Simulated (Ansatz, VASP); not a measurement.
## Two plane-wave programs on Ta3H2

```
Ta H
1.0
     2.55848    1.47714    5.26106
    -2.55848    1.47714    5.26106
     0.00000   -2.95428    5.26106
Ta H
6 4
Direct
  0.08948 0.41052 0.75000
  0.75000 0.08948 0.41052
  0.41052 0.75000 0.08948
  0.91052 0.58948 0.25000
  0.25000 0.91052 0.58948
  0.58948 0.25000 0.91052
  0.83353 0.83353 0.83353
  0.66647 0.66647 0.66647
  0.16647 0.16647 0.16647
  0.33353 0.33353 0.33353
```

Alike in both runs: functional PBE; k mesh 6 × 6 × 6; occupations gaussian, width 0.1 eV; no spin polarisation.

Ansatz relaxed the structure, and its values are those at the end. VASP's run is a single point on that final structure, the one shown.

|  | VASP | Ansatz |
| --- | --- | --- |
| version | VASP 6.6.1 | Ansatz 0.2.0 |
| potentials or method | VASP PAW PBE potentials, release 64 (Ta_pv, H), cutoff 520 eV | scalar-relativistic, plane waves, PAW |
| valence electrons in the cell | 70 | 82 |

```tsv
	VASP	Ansatz	Ansatz less VASP
gap on the k mesh at the Fermi level (eV)	none	none	-
pressure (GPa)	0.2	0.1	-0.07
rms of the force components (eV/Å)	0.012	0.013	+0.0012
```

A gap of «none» marks a metal or a gap that the smearing closes. With one functional, cell and mesh, what is left measures potentials, basis and numerics. VASP's potentials hold 70 valence electrons a cell and Ansatz's 82, so a difference there can come from the potentials and not from the codes.

Neither program's run includes spin-orbit coupling.
